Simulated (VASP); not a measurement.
**Ta4O: single point with PBE**

Crystal: Ta4O.

```xyz
5
Lattice="3.3523 0.0000 0.0000 0.0000 3.3523 0.0000 0.0000 0.0000 7.6172" Properties=species:S:1:pos:R:3 pbc="T T T"
Ta    0.0000    0.0000    3.8086
Ta    1.6762    1.6762    5.9636
Ta    1.6762    1.6762    1.6536
Ta    0.0000    0.0000    0.0000
O     1.6762    1.6762    3.8086
```

This cell differs from its parent crystal: strain +0.030 along x and y, +0.030 along z.

- Program: VASP 6.6.1
- Task: single point
- Functional: PBE
- Potentials or basis: VASP PAW PBE potentials, release 64 (Ta_pv, O)
- Cutoff: 520 eV
- k mesh: 14 × 14 × 8
- Occupations: gaussian, width 0.15 eV
- Spin: no spin polarisation
- Dipole correction: no
- Further INCAR settings: ALGO = Normal; EDIFF = 1e-06; NBANDS = 33

```
Pressure               : -15.8 GPa
Largest force          : 0.102 eV/Å
Band gap on the k mesh : zero (band 25 reaches 6.09 eV, above the bottom of band 26 at 5.17 eV)
```

Forces on the atoms (eV/Å):
```
Ta   0.000  0.000  0.000
Ta   0.000  0.000 -0.102
Ta   0.000  0.000  0.102
Ta   0.000  0.000  0.000
O    0.000  0.000  0.000
```

Stress tensor (GPa, compression positive):
```
-14.82   0.00   0.00
  0.00 -14.82   0.00
  0.00   0.00 -17.76
```

Levels at points of the mesh, in eV from the Fermi level:
```
           k point  band 23  band 24  band 25  band 26  band 27  band 28
(0.00, 0.00, 0.00)    -0.47    -0.36    -0.36     0.50     0.94     0.94
(0.50, 0.00, 0.00)    -0.80    -0.61     0.22     0.84     0.84     1.04
(0.50, 0.50, 0.00)    -1.41    -0.71    -0.71     1.34     2.14     2.46
(0.00, 0.00, 0.50)    -0.43    -0.41    -0.10     0.63     0.63     0.76
(0.50, 0.00, 0.50)    -0.86    -0.74    -0.36     0.91     1.09     1.53
(0.50, 0.50, 0.50)    -1.55    -0.16    -0.16     1.31     1.75     1.75
```

It took 5.3 min on 1 thread of AMD EPYC 9R45 96-Core Processor (Zen 5), with other jobs on the host, peak memory 0.47 GiB.

Caveat: the cell differs from its parent crystal (strain +0.030 along x and y, +0.030 along z); spin-orbit coupling is left out, which moves the levels of the heavy elements.
